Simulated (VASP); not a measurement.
Input of a VASP 6.6.1 run:

The input INCAR:

```
SYSTEM = Na2C
PREC = Accurate
ENCUT = 600
EDIFF = 1E-6
ISMEAR = 0
SIGMA = 0.1
LREAL = .False.
LASPH = .True.
NELM = 150
ALGO = Normal
ISIF = 3
LWAVE = .False.
LCHARG = .False.
ISPIN = 2
MAGMOM = 0 0 0.7
LORBIT = 11
GGA = PE
IBRION = 2
NSW = 90
EDIFFG = -0.04
```

File KPOINTS:

```
Automatic mesh
0
Gamma
  6 6 4
  0 0 0
```

Contents of POSCAR:

```
Na2C
1.0
    3.6626135041      0.0000000000      0.0000000000
   -1.8313067521      3.1719163388      0.0000000000
    0.0000000000      0.0000000000      3.9546491324
Na C
2 1
Direct
    0.3333333333      0.6666666667      0.5000000000
    0.6666666667      0.3333333333      0.5000000000
    0.0000000000      0.0000000000      0.0000000000
```

Potentials or basis: VASP PAW PBE potentials, release 64 (Na_pv, C).

Command:

```sh
$ cat potpaw_PBE.64/Na_pv/POTCAR potpaw_PBE.64/C/POTCAR > POTCAR
$ mpirun -np 1 vasp_std > vasp.out
```

Question: Predict the net moment.

Answer: 1.40 μB per cell.

Question: What does it give for the relaxed cell?

Answer: a = 4.328 Å, b = 4.328 Å, c = 2.972 Å, α = 90.00°, β = 90.00°, γ = 120.00°.

Question: Predict the space group after relaxing (to 0.1 Å).

Answer: P6/mmm (No. 191).

The path:
```
step  energy change (eV)  largest force (eV/Å)  pressure (GPa)  volume (Å³)
   1              0.0000                0.0000            4.40        45.94
   2             -0.9134                0.0000            1.12        48.40
   3             -1.3257                0.0000            0.38        49.63
   4             -1.6195                0.0000           -1.50        50.95
   5             -1.6275                0.0000           -1.29        50.85
   6             -1.6264                0.0000           -1.21        50.81
   7             -1.6353                0.0000           -0.70        49.55
   8             -1.6390                0.0000           -0.01        48.22
```

Caveat: the k points lie up to 0.53 Å⁻¹ apart in the final cell; a cell axis changed by over 15 % at a fixed basis, so the end point is rough.
